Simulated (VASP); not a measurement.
Set up this calculation in VASP 6.6.1, as the native input.

* Task: single point
* Functional: PBEsol
* Potentials or basis: VASP PAW PBE potentials, release 64 (W_sv)
* Cutoff: 520 eV
* k mesh: 22 × 22 × 16
* Occupations: gaussian, width 0.15 eV
* Spin: no spin polarisation
* Dipole correction: no
* Further INCAR settings: ALGO = Fast; EDIFF = 1e-06; NBANDS = 21

The structure of W lies in POSCAR:

```
W
1.0
    0.0000000000     -1.9989957669     -1.9989957669
    0.0000000000      1.9989957669     -1.9989957669
    3.9979915338      0.0000000000      0.0000000000
W
2
Direct
    0.4887443484      0.4887443484      0.5000000000
    0.0112556516      0.0112556516      0.0000000000
```

This cell differs from its parent crystal: atoms displaced along a vibrational mode.

One way to write it, as run:

INCAR

```
SYSTEM = W
PREC = Accurate ; ENCUT = 520
EDIFF = 1E-6 ; ISMEAR = 0
SIGMA = 0.15 ; LREAL = .FALSE.
LASPH = .TRUE. ; NELM = 80
ALGO = Fast ; ISIF = 2
LWAVE = .FALSE. ; LCHARG = .TRUE.
GGA = PS ; LELF = .TRUE.
LVHAR = .TRUE. ; NBANDS = 21
```

KPOINTS

```
Automatic mesh
0
G
  22 22 16
  0 0 0
```

Potentials or basis: VASP PAW PBE potentials, release 64 (W_sv).

Launch:

```bash
$ cat potpaw_PBE.64/W_sv/POTCAR > POTCAR
$ mpirun -np 1 vasp_std > vasp.out
```

It gave:

```
Pressure               : 1.1 GPa
Largest force          : 0.335 eV/Å
Band gap on the k mesh : zero (bands 14 and 15 overlap by 3.65 eV)
```

Caveat: the cell differs from its parent crystal (atoms displaced along a vibrational mode); the PAW data sets were made with another functional, which shifts forces and pressure a little; spin-orbit coupling is left out, which moves the levels of the heavy elements.

It took 6.9 min on 1 thread of Intel(R) Xeon(R) Platinum 8488C (Sapphire Rapids), with other jobs on the host, peak memory 0.67 GiB.
